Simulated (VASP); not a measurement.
Pt, 1 atom in the cell. Symmetry: Fm-3m, No. 225, cubic system. The conventional cell has a = 3.920 Å, b = 3.920 Å, c = 3.920 Å, α = 90.00°, β = 90.00°, γ = 90.00°. Pt (site symmetry m-3m) has 12 Pt at 2.77 Å within 3.7 Å. 

| Quantity | Value |
| --- | --- |
| Program | VASP 6.6.1 |
| Task | single point |
| Functional | PBEsol |
| Potentials or basis | VASP PAW PBE potentials, release 64 (Pt) |
| Cutoff | 520 eV |
| k mesh | 18 × 18 × 18 |
| Occupations | gaussian, width 0.05 eV |
| Spin | no spin polarisation |
| Dipole correction | no |
| Further INCAR settings | ALGO = Normal; EDIFF = 1e-07; NBANDS = 11 |

Potentials or basis: VASP PAW PBE potentials, release 64 (Pt).

Command:

```console
$ cat potpaw_PBE.64/Pt/POTCAR > POTCAR
$ mpirun -np 1 vasp_std > vasp.out
```

Hardware: 1 thread of Intel(R) Xeon(R) Platinum 8375C CPU @ 2.90GHz (Ice Lake), on a shared host.

Task: How long does it take, and how much memory?

Result: Run time: 30 s on 1 thread of Intel(R) Xeon(R) Platinum 8375C CPU @ 2.90GHz (Ice Lake) (shared host), peak memory 0.17 GiB. Counts: scf iterations 12, k points 195.
